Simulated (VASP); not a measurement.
# AlN (P6_3mc) in VASP: further runs

AlN is run at these levels: PBE; tasks: single point.

All numbers are computed with VASP 6.6.1; they aren't measurements. Logs are shortened: lines on timing, memory, paths and dates and some standing lists are left out, and cuts for length are marked.

## Step 1: The cell of the first run

Symmetry: P6_3mc, No. 186, hexagonal system. The conventional cell has a = 3.054 Å, b = 3.054 Å, c = 4.894 Å, α = 90.00°, β = 90.00°, γ = 120.00°. Within 2.5 Å of Al (site symmetry 3m) lie 4 N at 1.86 to 1.87 Å. Within 2.5 Å of N (site symmetry 3m) lie 4 Al at 1.86 to 1.87 Å.

## Step 2: Single point, PBE (volume changed by -5%)

File INCAR:

```
SYSTEM = AlN
PREC = Accurate ; ENCUT = 520
EDIFF = 1E-7 ; ISMEAR = 0
SIGMA = 0.01 ; LREAL = .False.
LASPH = .True. ; NELM = 100
ALGO = Normal ; ISIF = 2
LWAVE = .False. ; LCHARG = .True.
GGA = PE ; LELF = .True.
LVHAR = .True. ; NBANDS = 16
```

File KPOINTS:

```
Automatic mesh
0
Gamma
  6 6 2
  0 0 0
```

File POSCAR:

```
AlN
1.0
    3.0540284913      0.0000000000      0.0000000000
   -1.5270142456      2.6448662573      0.0000000000
    0.0000000000      0.0000000000      4.8941893937
Al N
2 2
Direct
    0.3333333333      0.6666666667     -0.0007956040
    0.6666666667      0.3333333333      0.4992043960
    0.3333333333      0.6666666667      0.3807956040
    0.6666666667      0.3333333333      0.8807956040
```

Potentials or basis: VASP PAW PBE potentials, release 64 (Al, N).

The run is started by

```bash
$ cat potpaw_PBE.64/Al/POTCAR potpaw_PBE.64/N/POTCAR > POTCAR
$ mpirun -np 1 vasp_std > vasp.out
```

OUTCAR:

```text
SYSTEM = AlN
   PREC = Accurate
   ENCUT = 520
   EDIFF = 1E-7
   ISMEAR = 0
   LREAL = .False.
   LASPH = .True.
   NELM = 100
   ISIF = 2
   GGA = PE

 ion  position               nearest neighbor table
   1  0.333  0.667  0.999-   4 1.86   4 1.86   4 1.86   3 1.87   2 3.02   2 3.02   2 3.02   2 3.02
                             2 3.02   2 3.02
   2  0.667  0.333  0.499-   3 1.86   3 1.86   3 1.86   4 1.87   1 3.02   1 3.02   1 3.02   1 3.02
                             1 3.02   1 3.02
   3  0.333  0.667  0.381-   2 1.86   2 1.86   2 1.86   1 1.87
   4  0.667  0.333  0.881-   1 1.86   1 1.86   1 1.86   2 1.87

  LATTYP: Found a hexagonal cell.
 ALAT       =     3.0540284913
 C/A-ratio  =     1.6025356042

  Lattice vectors:

 A1 = (   3.0540284913,   0.0000000000,   0.0000000000)
 A2 = (  -1.5270142456,   2.6448662573,   0.0000000000)
 A3 = (   0.0000000000,   0.0000000000,   4.8941893937)

Analysis of symmetry for initial positions (statically):
=====================================================================
 Subroutine PRICEL returns:
 Original cell was already a primitive cell.

 Routine SETGRP: Setting up the symmetry group for a
 hexagonal supercell.

 Subroutine GETGRP returns: Found 12 space group operations
 (whereof  6 operations were pure point group operations)
 out of a pool of 24 trial point group operations.

The static configuration has the point symmetry C_3v.
 The point group associated with its full space group is C_6v.

Analysis of symmetry for dynamics (positions and initial velocities):
=====================================================================
 Subroutine PRICEL returns:
 Original cell was already a primitive cell.

 Routine SETGRP: Setting up the symmetry group for a
 hexagonal supercell.

 Subroutine GETGRP returns: Found 12 space group operations
 (whereof  6 operations were pure point group operations)
 out of a pool of 24 trial point group operations.

The dynamic configuration has the point symmetry C_3v.
 The point group associated with its full space group is C_6v.

 Subroutine INISYM returns: Found 12 space group operations
 (whereof  6 operations are pure point group operations),
 and found     1 'primitive' translations

----------------------------------------------------------------------------------------

                                     Primitive cell

  volume of cell :      39.5328

  direct lattice vectors                    reciprocal lattice vectors
     3.054028491  0.000000000  0.000000000     0.327436369  0.189045476  0.000000000
    -1.527014246  2.644866257  0.000000000     0.000000000  0.378090952  0.000000000
     0.000000000  0.000000000  4.894189394     0.000000000  0.000000000  0.204323928

  length of vectors
     3.054028491  3.054028491  4.894189394     0.378090952  0.378090952  0.204323928

  position of ions in fractional coordinates (direct lattice)
     0.333333333  0.666666667  0.999204396
     0.666666667  0.333333333  0.499204396
     0.333333333  0.666666667  0.380795604
     0.666666667  0.333333333  0.880795604

  ion indices of the primitive-cell ions
   primitive index   ion index
                 1           1
                 2           2
                 3           3
                 4           4

----------------------------------------------------------------------------------------

 KPOINTS: Automatic mesh

Automatic generation of k-mesh.
 Grid dimensions read from file:
 generate k-points for:    6    6    2

 Generating k-lattice:

  Cartesian coordinates                     Fractional coordinates (reciprocal lattice)
     0.054572728  0.031507579  0.000000000     0.166666667  0.000000000  0.000000000
     0.000000000  0.063015159  0.000000000     0.000000000  0.166666667  0.000000000
     0.000000000  0.000000000  0.102161964     0.000000000  0.000000000  0.500000000

  Length of vectors
     0.063015159  0.063015159  0.102161964

  Shift w.r.t. Gamma in fractional coordinates (k-lattice)
     0.000000000  0.000000000  0.000000000

 Subroutine IBZKPT returns following result:
 ===========================================

 Found     14 irreducible k-points:

 Following reciprocal coordinates:
            Coordinates               Weight
  0.000000  0.000000  0.000000      1.000000
  0.166667  0.000000  0.000000      6.000000
  0.333333  0.000000  0.000000      6.000000
  0.500000  0.000000  0.000000      3.000000
  0.166667  0.166667  0.000000      6.000000
  0.333333  0.166667  0.000000     12.000000
  0.333333  0.333333  0.000000      2.000000
  0.000000  0.000000  0.500000      1.000000
  0.166667  0.000000  0.500000      6.000000
  0.333333  0.000000  0.500000      6.000000
  0.500000  0.000000  0.500000      3.000000
  0.166667  0.166667  0.500000      6.000000
  0.333333  0.166667  0.500000     12.000000
  0.333333  0.333333  0.500000      2.000000
   k-points           NKPTS =     14   k-points in BZ     NKDIM =     14   number of bands    NBANDS=     16
   number of dos      NEDOS =    301   number of ions     NIONS =      4
   total plane-waves  NPLWV =  20736
   dimension x,y,z NGX =    24 NGY =   24 NGZ =   36
   dimension x,y,z NGXF=    48 NGYF=   48 NGZF=   72
   ions per type =               2   2
   NGX,Y,Z   is equivalent  to a cutoff of  13.06, 13.06, 12.23 a.u.
   NGXF,Y,Z  is equivalent  to a cutoff of  26.13, 26.13, 24.46 a.u.
 SYSTEM =  AlN
   PREC   = accura    normal or accurate (medium, high low for compatibility)
   ISTART =      0    job   : 0-new  1-cont  2-samecut
   ICHARG =      2    charge: 1-file 2-atom 10-const
   ISPIN  =      1    spin polarized calculation?
   LNONCOLLINEAR =      F non collinear calculations
   LSORBIT =      F    spin-orbit coupling
   LASPH  =      T    aspherical Exc in radial PAW
   ENCUT  =  520.0 eV  38.22 Ry    6.18 a.u.   5.68  5.68  9.10*2*pi/ulx,y,z
   NELM   =    100;   NELMIN=  2; NELMDL= -5     # of ELM steps
   EDIFF  = 0.1E-06   stopping-criterion for ELM
   LREAL  =      F    real-space projection
   EDIFFG = 0.1E-05   stopping-criterion for IOM
   NSW    =      0    number of steps for IOM
   IBRION =     -1    ionic relax: 0-MD 1-quasi-New 2-CG
   NFREE  =      0    steps in history (QN), initial steepest desc. (CG)
   ISIF   =      2    stress and relaxation
   ISYM   =      2    0-nonsym 1-usesym 2-fastsym
   POTIM  = 0.5000    time-step for ionic-motion
   TEBEG  =    0.0;   TEEND  =   0.0 temperature during run
   PSTRESS=    0.0 pullay stress
   NELECT =      16.0000    total number of electrons
   NUPDOWN=      -1.0000    fix difference up-down
   EMIN   =  10.00;   EMAX   =-10.00  energy-range for DOS
   EFERMI =   0.00;   METHOD = LEGACY
   ISMEAR =     0;   SIGMA  =   0.01  broadening in eV -4-tet -1-fermi 0-gaus
   EFERMI_NEDOS =   21; number of points for ismear=-14 and -15
   IALGO  =     38    algorithm
   IMIX   =      4    mixing-type and parameters
     AMIX     =   0.40;   BMIX     =  1.00
     AMIX_MAG =   1.60;   BMIX_MAG =  1.00
  volume/ion in A,a.u.               =       9.88        66.70
  Fermi-wavevector in a.u.,A,eV,Ry     =   1.210958  2.288378 19.951835  1.466419
  Thomas-Fermi vector in A             =   2.346488
   LORBIT       =      0    0 simple, 1 ext, 2 COOP (PROOUT), +10 PAW based schemes
   GGA     = PE    functional components
   LHFCALC =     F    Hartree Fock is set to
   AEXX    =    0.0000 exact exchange contribution
   IVDW    =     0    specifies the selected vdW correction
   LEPSILON=     F    determine dielectric tensor
   LRPA    =     F    only Hartree local field effects (RPA)
 non-spin polarized calculation
 Gauss-broadening in eV      SIGMA  =   0.01
  energy-cutoff  :      520.00
  volume of cell :       39.53
 maximum number of plane-waves:      1087
 NGX is ok and might be reduce to    24
   NGX = 11   NGY = 11   NGZ = 19

 number of electron      15.9999997 magnetization

 Free energy of the ion-electron system (eV)
  ---------------------------------------------------
  ext. energy  EPLUGINS =         0.00000000
  ---------------------------------------------------
  free energy    TOTEN  =       -29.63405395 eV

  energy without entropy =      -29.63405395  energy(sigma->0) =      -29.63405395

 E-fermi :   6.7615     XC(G=0): -11.1523

 val. band max:        6.6914404351   @ k =   0.0000   0.0000   0.0000
 cond. band min:      11.3958087477   @ k =   0.0000   0.0000   0.0000
 fundamental gap:      4.7043683126
 Fermi energy:         6.7614618373

 k-point     1 :       0.0000    0.0000    0.0000
  band No.  band energies     occupation
      1      -8.8308      2.00000
      2      -6.5128      2.00000
      3       0.4460      2.00000
      4       5.8098      2.00000
      5       5.8098      2.00000
      6       6.4698      2.00000
[... 8 lines left out ...]
     15      20.3770      0.00000
     16      20.3770      0.00000

 k-point     2 :       0.1667    0.0000    0.0000
  band No.  band energies     occupation
      1      -8.4604      2.00000
      2      -6.3094      2.00000
      3       0.8809      2.00000
      4       4.3465      2.00000
      5       5.1779      2.00000
      6       5.4001      2.00000
[... 8 lines left out ...]
     15      19.6144      0.00000
     16      19.8510      0.00000

 k-point     3 :       0.3333    0.0000    0.0000
  band No.  band energies     occupation
      1      -7.4981      2.00000
      2      -5.9467      2.00000
      3       2.0361      2.00000
      4       2.0797      2.00000
      5       3.2848      2.00000
      6       4.7888      2.00000
[... 8 lines left out ...]
     15      19.3796      0.00000
     16      21.6618      0.00000

 k-point     4 :       0.5000    0.0000    0.0000
  band No.  band energies     occupation
      1      -6.7063      2.00000
      2      -5.9589      2.00000
      3       1.0387      2.00000
      4       2.3981      2.00000
      5       3.2217      2.00000
      6       4.5348      2.00000
[... 8 lines left out ...]
     15      19.9421      0.00000
     16      22.5262      0.00000

 k-point     5 :       0.1667    0.1667    0.0000
  band No.  band energies     occupation
      1      -7.7876      2.00000
      2      -6.0182      2.00000
      3       1.7021      2.00000
      4       3.2045      2.00000
      5       3.2100      2.00000
      6       4.9667      2.00000
[... 8 lines left out ...]
     15      19.8636      0.00000
     16      21.2369      0.00000

 k-point     6 :       0.3333    0.1667    0.0000
  band No.  band energies     occupation
      1      -6.7913      2.00000
      2      -5.8850      2.00000
      3       1.5425      2.00000
      4       2.6551      2.00000
      5       3.0626      2.00000
      6       3.8269      2.00000
[... 8 lines left out ...]
     15      19.6595      0.00000
     16      22.0718      0.00000

 k-point     7 :       0.3333    0.3333    0.0000
  band No.  band energies     occupation
      1      -6.1300      2.00000
      2      -6.1300      2.00000
      3       1.6340      2.00000
      4       2.8306      2.00000
      5       2.8306      2.00000
      6       4.1106      2.00000
[... 8 lines left out ...]
     15      20.1505      0.00000
     16      22.1562      0.00000

 k-point     8 :       0.0000    0.0000    0.5000
  band No.  band energies     occupation
      1      -7.8826      2.00000
      2      -7.8826      2.00000
      3       3.2689      2.00000
      4       3.2689      2.00000
      5       6.1301      2.00000
      6       6.1301      2.00000
[... 8 lines left out ...]
     15      18.5799      0.00000
     16      18.5799      0.00000

 k-point     9 :       0.1667    0.0000    0.5000
  band No.  band energies     occupation
      1      -7.5621      2.00000
      2      -7.5621      2.00000
      3       3.0877      2.00000
      4       3.0877      2.00000
      5       5.3179      2.00000
      6       5.3179      2.00000
[... 8 lines left out ...]
     15      19.3664      0.00000
     16      19.3664      0.00000

 k-point    10 :       0.3333    0.0000    0.5000
  band No.  band energies     occupation
      1      -6.7917      2.00000
      2      -6.7917      2.00000
      3       1.7875      2.00000
      4       1.7875      2.00000
      5       5.0699      2.00000
      6       5.0699      2.00000
[... 8 lines left out ...]
     15      20.3503      0.00000
     16      20.3503      0.00000

 k-point    11 :       0.5000    0.0000    0.5000
  band No.  band energies     occupation
      1      -6.3019      2.00000
      2      -6.3019      2.00000
      3       0.8787      2.00000
      4       0.8787      2.00000
      5       5.1815      2.00000
      6       5.1815      2.00000
[... 8 lines left out ...]
     15      20.4371      0.00000
     16      20.4371      0.00000

 k-point    12 :       0.1667    0.1667    0.5000
  band No.  band energies     occupation
      1      -7.0092      2.00000
      2      -7.0092      2.00000
      3       2.3644      2.00000
      4       2.3644      2.00000
      5       4.7761      2.00000
      6       4.7761      2.00000
[... 8 lines left out ...]
     15      20.1274      0.00000
     16      20.1274      0.00000

 k-point    13 :       0.3333    0.1667    0.5000
  band No.  band energies     occupation
      1      -6.3258      2.00000
      2      -6.3258      2.00000
      3       1.3556      2.00000
      4       1.3556      2.00000
      5       3.9522      2.00000
      6       3.9522      2.00000
[... 8 lines left out ...]
     15      20.6775      0.00000
     16      20.6775      0.00000

 k-point    14 :       0.3333    0.3333    0.5000
  band No.  band energies     occupation
      1      -6.0771      2.00000
      2      -6.0771      2.00000
      3       1.7123      2.00000
      4       1.7123      2.00000
      5       2.6306      2.00000
      6       2.6306      2.00000
[... 8 lines left out ...]
     15      20.8618      0.00000
     16      20.8618      0.00000

------------------------ aborting loop because EDIFF is reached ----------------------------------------

  FORCE on cell =-STRESS in cart. coord.  units (eV):
  Direction    XX          YY          ZZ          XY          YZ          ZX
  --------------------------------------------------------------------------------------
  -------------------------------------------------------------------------------------
  Total        4.1085504      4.1085504      3.8825078      0.0000000      0.0000000     -0.0000000
  in kB      166.5105033    166.5105033    157.3494930      0.0000000      0.0000000     -0.0000000
  external PRESSURE =     163.4568332 kB  Pullay stress =       0.0000000 kB

 VOLUME and BASIS-vectors are now :
 -----------------------------------------------------------------------------
  energy-cutoff  :      520.00
  volume of cell :       39.53
      direct lattice vectors                 reciprocal lattice vectors
     3.054028491  0.000000000  0.000000000     0.327436369  0.189045476  0.000000000
    -1.527014246  2.644866257  0.000000000     0.000000000  0.378090952  0.000000000
     0.000000000  0.000000000  4.894189394     0.000000000  0.000000000  0.204323928

 POSITION                                       TOTAL-FORCE (eV/Angst)
 -----------------------------------------------------------------------------------
     -0.00000      1.76324      4.89030        -0.000000      0.000000     -0.033039
      1.52701      0.88162      2.44320         0.000000      0.000000     -0.033039
     -0.00000      1.76324      1.86369        -0.000000      0.000000      0.033039
      1.52701      0.88162      4.31078         0.000000     -0.000000      0.033039
 -----------------------------------------------------------------------------------
    total drift:                                0.000000      0.000000     -0.000016

  FREE ENERGIE OF THE ION-ELECTRON SYSTEM (eV)
  ---------------------------------------------------
  free  energy   TOTEN  =       -29.6340539499 eV

  energy  without entropy=      -29.6340539499  energy(sigma->0) =      -29.63405395
```

Wall time 21 s (1 thread of AMD EPYC 7R13, shared host); peak memory 0.11 GiB.

What came out:

```
Free energy            : -29.6341 eV
Pressure               : 16.3 GPa
Largest force          : 0.033 eV/Å
Band gap on the k mesh : 4.70 eV, direct
```

Forces on the atoms (eV/Å):
```
Al   0.000  0.000 -0.033
Al   0.000  0.000 -0.033
N    0.000  0.000  0.033
N    0.000  0.000  0.033
```

Stress tensor (GPa, compression positive):
```
16.65  0.00  0.00
 0.00 16.65  0.00
 0.00  0.00 15.73
```

Levels at points of the mesh, in eV from the valence-band top:
```csv
k point,band 6,band 7,band 8,band 9,band 10,band 11
"(0.00, 0.00, 0.00)",-0.22,-0.22,0.00,4.70,7.16,11.07
"(0.50, 0.00, 0.00)",-2.16,-1.85,-0.70,5.92,6.01,8.67
"(0.00, 0.00, 0.50)",-0.56,-0.56,-0.56,6.96,6.96,10.78
"(0.50, 0.00, 0.50)",-1.51,-1.41,-1.41,5.50,5.50,9.60
```

Caveat: the k points lie up to 0.64 Å⁻¹ apart.

(Part 1 of 2 ends here.)
